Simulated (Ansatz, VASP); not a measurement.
## Rh: VASP beside Ansatz

Contents of INCAR:

```
SYSTEM = Rh
ALGO = Fast ; EDIFF = 1E-7
ENCUT = 520 ; GGA = PS
ISIF = 2 ; ISMEAR = 0
LASPH = .True. ; LCHARG = .False.
LREAL = .False. ; LWAVE = .False.
NBANDS = 14 ; NELM = 100
PREC = Accurate ; SIGMA = 0.15
```

KPOINTS

```
k-points
0
Gamma
  22 22 22
  0 0 0
```

Contents of POSCAR:

```
Rh
1.0
    0.0000000000      1.9015500000      1.9015500000
    1.8445035000      0.0000000000      1.9015500000
    1.8445035000      1.9015500000      0.0000000000
Rh
1
Direct
    0.0000000000      0.0000000000      0.0000000000
```

Input for Ansatz:

```yaml
crystal:
  lattice:
    - [0.0, 1.90155, 1.90155]
    - [1.8445035, 0.0, 1.90155]
    - [1.8445035, 1.90155, 0.0]
  atoms:
    - { symbol: Rh, position: [0.0, 0.0, 0.0] }
basis:
  ecutwfc: 420
kpoints:
  mp_grid: { grid: [22, 22, 22] }
hamiltonian:
  xc: pbesol
scf:
  occupations: { method: gaussian, width: 0.15 }
output:
  forces: true
  stress: true
  eigenvalues: true
```

Change from the starting cell: strain -0.0300 x Voigt [1, 0, 0, 0, 0, 0], atoms carried along.

Alike in both runs: task single point; functional PBEsol; k mesh 22 × 22 × 22; occupations gaussian, width 0.15 eV; no spin polarisation.

|  | VASP | Ansatz |
| --- | --- | --- |
| version | VASP 6.6.1 | Ansatz 0.2.0 |
| potentials or method | VASP PAW PBE potentials, release 64 (Rh_pv), cutoff 520 eV | scalar-relativistic, plane waves, PAW |
| valence electrons in the cell | 15 | 17 |

```csv
,VASP,Ansatz,Ansatz less VASP
gap on the k mesh at the Fermi level (eV),none,none,-
pressure (GPa),3.9,3.9,+0.07
"traceless stress, the component that is largest in VASP (GPa)",5.31,5.32,+0.010
```

VASP's potentials were made for PBE, not for PBEsol. A gap of «none» marks a metal or a gap that the smearing closes. VASP's potentials hold 15 valence electrons a cell and Ansatz's 17, so a difference there can come from the potentials and not from the codes.
